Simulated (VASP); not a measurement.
# Au (Fm-3m) in VASP: notebook, part 2 of 2

VASP 6.6.1. Earlier steps stand in the parts before.

### 5 Relaxation of cell and atoms, PBE

This run uses another cell than the first one, of 18.08 Å³/atom.

Input file INCAR:

```
SYSTEM = Au
  ALGO = Normal
  EDIFF = 1E-6
  EDIFFG = -0.002
  ENCUT = 600
  GGA = PE
  IBRION = 2
  ISIF = 3
  ISMEAR = 0
  LASPH = .True.
  LCHARG = .False.
  LREAL = .False.
  LWAVE = .False.
  NELM = 60
  NSW = 100
  PREC = Accurate
  SIGMA = 0.1
```

Input file KPOINTS:

```
k-points
0
Gamma
  24 24 24
  0 0 0
```

Input file POSCAR:

```
Au
1.0
    0.0000000000      2.0830626651      2.0830626651
    2.0830626651      0.0000000000      2.0830626651
    2.0830626651      2.0830626651      0.0000000000
Au
1
Direct
    0.0000000000      0.0000000000      0.0000000000
```

Potentials or basis: VASP PAW PBE potentials, release 64 (Au).

Launch:

```bash
$ cat potpaw_PBE.64/Au/POTCAR > POTCAR
$ mpirun -np 1 vasp_std > vasp.out
```

OUTCAR:

```text
SYSTEM = Au
   EDIFF = 1E-6
   EDIFFG = -0.002
   ENCUT = 600
   GGA = PE
   IBRION = 2
   ISIF = 3
   ISMEAR = 0
   LASPH = .True.
   LREAL = .False.
   NELM = 60
   NSW = 100
   PREC = Accurate

 ion  position               nearest neighbor table
   1  0.000  0.000  0.000-

  LATTYP: Found a face centered cubic cell.
 ALAT       =     4.1661253302

  Lattice vectors:

 A1 = (   0.0000000000,   2.0830626651,   2.0830626651)
 A2 = (   2.0830626651,   0.0000000000,   2.0830626651)
 A3 = (   2.0830626651,   2.0830626651,   0.0000000000)

Analysis of symmetry for initial positions (statically):
=====================================================================
 Subroutine PRICEL returns:
 Original cell was already a primitive cell.

 Routine SETGRP: Setting up the symmetry group for a
 face centered cubic supercell.

 Subroutine GETGRP returns: Found 48 space group operations
 (whereof 48 operations were pure point group operations)
 out of a pool of 48 trial point group operations.

The static configuration has the point symmetry O_h .

Analysis of symmetry for dynamics (positions and initial velocities):
=====================================================================
 Subroutine PRICEL returns:
 Original cell was already a primitive cell.

 Routine SETGRP: Setting up the symmetry group for a
 face centered cubic supercell.

 Subroutine GETGRP returns: Found 48 space group operations
 (whereof 48 operations were pure point group operations)
 out of a pool of 48 trial point group operations.

The dynamic configuration has the point symmetry O_h .

 Subroutine INISYM returns: Found 48 space group operations
 (whereof 48 operations are pure point group operations),
 and found     1 'primitive' translations

----------------------------------------------------------------------------------------

                                     Primitive cell

  volume of cell :      18.0774

[... 123 lines left out ...]
   NGX = 11   NGY = 11   NGZ = 11

--------------------------------------- Ionic step        1  -------------------------------------------

 number of electron      11.0000001 magnetization

 Free energy of the ion-electron system (eV)
  ---------------------------------------------------
  ext. energy  EPLUGINS =         0.00000000
  ---------------------------------------------------
  free energy    TOTEN  =        -3.22173536 eV

  energy without entropy =       -3.22048134  energy(sigma->0) =       -3.22110835

------------------------ aborting loop because EDIFF is reached ----------------------------------------

  FORCE on cell =-STRESS in cart. coord.  units (eV):
  Direction    XX          YY          ZZ          XY          YZ          ZX
  --------------------------------------------------------------------------------------
  -------------------------------------------------------------------------------------
  Total       -0.1060764     -0.1060764     -0.1060764     -0.0000000      0.0000000      0.0000000
  in kB       -9.4013977     -9.4013977     -9.4013977     -0.0000000      0.0000000      0.0000000
  external PRESSURE =      -9.4013977 kB  Pullay stress =       0.0000000 kB
[... 57 lines left out ...]
--------------------------------------- Ionic step        3  -------------------------------------------

 number of electron      11.0000002 magnetization

 Free energy of the ion-electron system (eV)
  ---------------------------------------------------
  ext. energy  EPLUGINS =         0.00000000
  ---------------------------------------------------
  free energy    TOTEN  =        -3.22210672 eV

  energy without entropy =       -3.22083803  energy(sigma->0) =       -3.22147238

 E-fermi :   8.6268     XC(G=0): -12.4065

 val. band max:        8.6255984437   @ k =   0.4583   0.3333   0.0000
 cond. band min:       8.6424298765   @ k =  -0.4583   0.0833   0.0417
 fundamental gap:      0.0168314329
 Fermi energy:         8.6268463520

 k-point     1 :       0.0000    0.0000    0.0000
  band No.  band energies     occupation
      1      -0.6872      2.00000
      2       4.2084      2.00000
      3       4.2084      2.00000
      4       4.2084      2.00000
      5       5.5894      2.00000
      6       5.5894      2.00000
      7      23.2101      0.00000
      8      26.9099      0.00000
      9      26.9099      0.00000
[... 265 lines left out ...]
 k-point    24 :       0.4583    0.0417    0.0000
  band No.  band energies     occupation
      1       1.8202      2.00000
      2       4.1685      2.00000
      3       4.2362      2.00000
      4       6.2414      2.00000
      5       6.6599      2.00000
      6       7.5587      2.00000
      7      12.3379      0.00000
      8      22.7921      0.00000
      9      25.2481      0.00000

 [... further k-points ...]

------------------------ aborting loop because EDIFF is reached ----------------------------------------

  FORCE on cell =-STRESS in cart. coord.  units (eV):
  Direction    XX          YY          ZZ          XY          YZ          ZX
  --------------------------------------------------------------------------------------
  -------------------------------------------------------------------------------------
  Total        0.0018698      0.0018698      0.0018698      0.0000000     -0.0000000      0.0000000
  in kB        0.1668708      0.1668708      0.1668708      0.0000000     -0.0000000      0.0000000
  external PRESSURE =       0.1668708 kB  Pullay stress =       0.0000000 kB
[... 16 lines left out ...]
  FREE ENERGIE OF THE ION-ELECTRON SYSTEM (eV)
  ---------------------------------------------------
  free  energy   TOTEN  =        -3.2221067237 eV

  energy  without entropy=       -3.2208380296  energy(sigma->0) =       -3.22147238

 reached required accuracy - stopping structural energy minimisation
```

OSZICAR:

```text
N       E                     dE             d eps       ncg     rms          rms(c)
DAV:   1     0.486248489879E+02    0.48625E+02   -0.62849E+03  7826   0.122E+03
DAV:   2    -0.304477135259E+01   -0.51670E+02   -0.48736E+02  7698   0.212E+02
[... 17 lines left out ...]
   2 F= -.32215406E+01 E0= -.32209003E+01  d E =0.194781E-03
       N       E                     dE             d eps       ncg     rms          rms(c)
DAV:   1    -0.323121965333E+01   -0.96801E-02   -0.18809E-01  7579   0.485E+00    0.579E-01
DAV:   2    -0.322246332161E+01    0.87563E-02   -0.30316E-02  7509   0.168E+00    0.232E-01
DAV:   3    -0.322211190900E+01    0.35141E-03   -0.16621E-03  7674   0.372E-01    0.176E-01
DAV:   4    -0.322210653287E+01    0.53761E-05   -0.61053E-05  7929   0.702E-02    0.348E-03
DAV:   5    -0.322210672370E+01   -0.19083E-06   -0.16693E-06  7139   0.116E-02
   3 F= -.32221067E+01 E0= -.32214724E+01  d E =-.371362E-03
```

It took 97 s on 1 thread of Intel Xeon 8259CL, shared host; peak memory 0.23 GiB.

Results:

| Item | Value |
| --- | --- |
| Free energy | -3.2221 eV |
| Relaxed volume | 17.95 Å³/atom |
| Relaxed cell | a = 2.939 Å, b = 2.939 Å, c = 2.939 Å, α = 60.00°, β = 60.00°, γ = 60.00° |
| Space group after relaxing (to 0.1 Å) | Fm-3m (No. 225) |
| Energy gained by relaxing | 0.4 meV/atom |
| Ionic steps | 3 |
| Pressure after relaxing | 0.0 GPa |
| Band gap on the k mesh | zero (an odd number of electrons rules out a gap without spin polarisation) |

Step by step:
| step | energy change (eV) | largest force (eV/Å) | pressure (GPa) | volume (Å³) |
| --- | --- | --- | --- | --- |
| 1 | 0.0000 | 0.0000 | -0.94 | 18.08 |
| 2 | 0.0002 | 0.0000 | 1.21 | 17.80 |
| 3 | -0.0004 | 0.0000 | 0.02 | 17.95 |

Final structure:
```cif
data_structure
_symmetry_space_group_name_H-M 'P 1'
_symmetry_Int_Tables_number 1
_cell_length_a 2.9391
_cell_length_b 2.9391
_cell_length_c 2.9391
_cell_angle_alpha 60.000
_cell_angle_beta 60.000
_cell_angle_gamma 60.000
_cell_volume 17.95
loop_
_atom_site_label
_atom_site_type_symbol
_atom_site_fract_x
_atom_site_fract_y
_atom_site_fract_z
_atom_site_occupancy
Au1 Au 0.00000 0.00000 0.00000 1
```

Caveat: spin-orbit coupling is left out, which moves the levels of the heavy elements.

### 6 Overview

| task | cell | cutoff (eV) | gap on the mesh (eV) | pressure (GPa) |
| --- | --- | --- | --- | --- |
| single point | a = 2.969 Å, angles 60.0°, 1 atom | 520 | none | -4.0 |
| single point | a = 2.998 Å, angles 60.0°, 1 atom | 520 | none | -7.0 |
| single point | a = 3.026 Å, angles 60.0°, 1 atom | 520 | none | -9.5 |
| relaxation of cell and atoms | relaxed from a = 2.946 Å, angles 60.0°, 1 atom | 600 | none | 0.0 |

Alike in all rows: level PBE; potentials or basis VASP PAW PBE potentials, release 64 (Au); no spin polarisation; k mesh 24 × 24 × 24; smearing gaussian 0.1 eV.

Caveats: spin-orbit coupling is left out, which moves the levels of the heavy elements; the cell stands under tension (at least some runs).

Absolute energies hang on the potentials; compare differences alone.

The gap in the log of VASP goes by the Fermi energy; the results here count the filled bands.